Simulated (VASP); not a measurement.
# InAs (F-43m) in VASP: notebook, part 2 of 2

VASP 6.6.1.

### Step 3. Vibrations by perturbation theory, PBEsol

INCAR reads:

```
ALGO     = Normal         # electronic algorithm
EDIFF    = 1E-8           # SCF threshold, eV
ENCUT    = 520            # plane-wave cutoff, eV
GGA      = PS             # functional
IBRION   = 8              # ionic algorithm
ISIF     = 2              # what is computed and relaxed
ISMEAR   = -1             # smearing method
LASPH    = True           # aspherical terms in the spheres
LCHARG   = False          # write CHGCAR
LREAL    = False          # projectors in reciprocal space
LWAVE    = False          # write WAVECAR
NELM     = 60             # most SCF steps
NSW      = 1              # ionic steps
PREC     = Accurate       # precision mode
SIGMA    = 0.15           # smearing width, eV
```

KPOINTS reads:

```
k-points
0
Gamma
  12 12 12
```

POSCAR reads:

```
InAs
1.0
    0.0000000000      3.0438898044      3.0438898044
    3.0438898044      0.0000000000      3.0438898044
    3.0438898044      3.0438898044      0.0000000000
In As
1 1
Direct
    0.0000000000      0.0000000000      0.0000000000
    0.2500000000      0.2500000000      0.2500000000
```

Potentials or basis: VASP PAW PBE potentials, release 64 (In_d, As).

Launch:

```
cat potpaw_PBE.64/In_d/POTCAR potpaw_PBE.64/As/POTCAR > POTCAR
mpirun -np 1 vasp_std > vasp.out
```

OUTCAR:

```text
EDIFF = 1E-8
   ENCUT = 520
   GGA = PS
   IBRION = 8
   ISIF = 2
   ISMEAR = -1
   LASPH = True
   LREAL = False
   NELM = 60
   NSW = 1
   PREC = Accurate

 ion  position               nearest neighbor table
   1  0.000  0.000  0.000-   2 2.64   2 2.64   2 2.64   2 2.64
   2  0.250  0.250  0.250-   1 2.64   1 2.64   1 2.64   1 2.64

  LATTYP: Found a face centered cubic cell.
 ALAT       =     6.0877796088

  Lattice vectors:

 A1 = (   0.0000000000,   3.0438898044,   3.0438898044)
 A2 = (   3.0438898044,   0.0000000000,   3.0438898044)
 A3 = (   3.0438898044,   3.0438898044,   0.0000000000)

Analysis of symmetry for initial positions (statically):
=====================================================================
 Subroutine PRICEL returns:
 Original cell was already a primitive cell.

 Routine SETGRP: Setting up the symmetry group for a
 face centered cubic supercell.

 Subroutine GETGRP returns: Found 24 space group operations
 (whereof 24 operations were pure point group operations)
 out of a pool of 48 trial point group operations.

The static configuration has the point symmetry T_d .

Analysis of symmetry for dynamics (positions and initial velocities):
=====================================================================
 Subroutine PRICEL returns:
 Original cell was already a primitive cell.

 Routine SETGRP: Setting up the symmetry group for a
 face centered cubic supercell.

 Subroutine GETGRP returns: Found 24 space group operations
 (whereof 24 operations were pure point group operations)
 out of a pool of 48 trial point group operations.

The dynamic configuration has the point symmetry T_d .

 Subroutine INISYM returns: Found 24 space group operations
 (whereof 24 operations are pure point group operations),
[... 563 lines left out ...]

  FREE ENERGIE OF THE ION-ELECTRON SYSTEM (eV)
  ---------------------------------------------------
  free  energy   TOTEN  =        -8.4917892634 eV

  energy  without entropy=       -8.4881715340  energy(sigma->0) =       -8.48998040

[... ionic steps 2 to 3 ...]

--------------------------------------- Ionic step        4  -------------------------------------------

------------------------ aborting loop because EDIFF is reached ----------------------------------------

[... ionic steps 5 to 6 ...]

--------------------------------------- Ionic step        7  -------------------------------------------

 Free energy of the ion-electron system (eV)
  ---------------------------------------------------
  ---------------------------------------------------
  free energy    TOTEN  =        -0.04525751 eV

  energy without entropy =       -0.04525751

------------------------ aborting loop because EDIFF is reached ----------------------------------------

 INTERNAL STRAIN TENSOR  FOR ION    2  DIRECTION 1   (eV/Angst):
 -----------------------------------------------------------------------------
     0.00411  0.00000  0.00000
     0.00000 -0.00091 -7.31715
     0.00000 -7.31715 -0.00091

 INTERNAL STRAIN TENSOR FOR ION    2 for displacements in x,y,z  (eV/Angst):
          X           Y           Z          XY          YZ          ZX
  --------------------------------------------------------------------------------
  x     0.00000     0.00000     0.00000     0.00000    -7.31715     0.00000
  y     0.00000     0.00000     0.00000     0.00000     0.00000    -7.31715
  z     0.00000     0.00000     0.00000    -7.31715     0.00000     0.00000

 SECOND DERIVATIVES (NOT SYMMETRIZED)
 ------------------------------------
               1X          1Y          1Z          2X          2Y          2Z
  1X    -7.284160    0.000000    0.000000    7.284160    0.000000    0.000000
  1Y     0.000000   -7.284160    0.000000    0.000000    7.284160    0.000000
  1Z     0.000000    0.000000   -7.284160    0.000000    0.000000    7.284160
  2X     7.312419    0.000000    0.000000   -7.312419    0.000000    0.000000
  2Y     0.000000    7.312419    0.000000    0.000000   -7.312419    0.000000
  2Z     0.000000    0.000000    7.312419    0.000000    0.000000   -7.312419

 Eigenvectors and eigenvalues of the dynamical matrix
 ----------------------------------------------------

   1 f  =    6.273619 THz    39.418309 2PiTHz  209.265397 cm-1    25.945591 meV
             X         Y         Z           dx          dy          dz
      0.000000  0.000000  0.000000     0.000000    0.627645    0.000000
      1.521945  1.521945  1.521945     0.000000   -0.778500    0.000000
[... 21 lines left out ...]
   6 f/i=    0.005935 THz     0.037289 2PiTHz    0.197961 cm-1     0.024544 meV
             X         Y         Z           dx          dy          dz
      0.000000  0.000000  0.000000     0.000000    0.000000    0.778500
      1.521945  1.521945  1.521945     0.000000    0.000000    0.627645

--------------------------------------------------------------------------------------------------------

 ELASTIC MODULI CONTR FROM IONIC RELAXATION (kBar)
 Direction    XX          YY          ZZ          XY          YZ          ZX
 --------------------------------------------------------------------------------
 XX          -0.0000     -0.0000     -0.0000     -0.0000      0.0000     -0.0000
 YY          -0.0000     -0.0000     -0.0000     -0.0000     -0.0000      0.0000
 ZZ          -0.0000     -0.0000     -0.0000      0.0000     -0.0000     -0.0000
 XY          -0.0000     -0.0000      0.0000   -205.2960      0.0000      0.0000
 YZ           0.0000     -0.0000     -0.0000      0.0000   -205.2960      0.0000
 ZX          -0.0000      0.0000     -0.0000      0.0000      0.0000   -205.2960
 --------------------------------------------------------------------------------
```

stdout:

```text
POSCAR found type information on POSCAR InAs
 POSCAR found :  2 types and       2 ions
 scaLAPACK will be used
 -----------------------------------------------------------------------------
|                                                                             |
|                                                                             |
|     You enforced a specific xc type in the INCAR file but a different       |
|     I HOPE YOU KNOW WHAT YOU ARE DOING!                                     |
|                                                                             |
 -----------------------------------------------------------------------------

 LDA part: xc-table for (Slater+PW92), standard interpolation
 POSCAR, INCAR and KPOINTS ok, starting setup
 FFT: planning ... GRIDC
 FFT: planning ... GRID_SOFT
 FFT: planning ... GRID
 WAVECAR not read
 entering main loop
 Linear response reoptimize wavefunctions to high precision
 Linear response DOF=           2
 Linear response progress:
 first order change of Fermi-energy  -0.31855E-04
 force on displaced ion       1 direction 1 :  -7.284  -0.000  -0.000
 Linear response progress:
 first order change of Fermi-energy   0.25047E-03
 force on displaced ion       2 direction 1 :  -7.312   0.000   0.000
 Linear response finished
```

Run time: 9.5 min. Hardware: 1 thread of Intel Xeon 8259CL, shared host; peak memory 0.57 GiB.

What came out:

```
Highest phonon frequency at Γ, LO-TO splitting left out : 209 cm⁻¹
```

Phonon frequencies in cm⁻¹ (negative: imaginary):
```csv
q point,frequencies
"(0.000, 0.000, 0.000)",0 0 0 209 209 209
```

Caveat: spin-orbit coupling is left out, which moves the levels of the heavy elements.
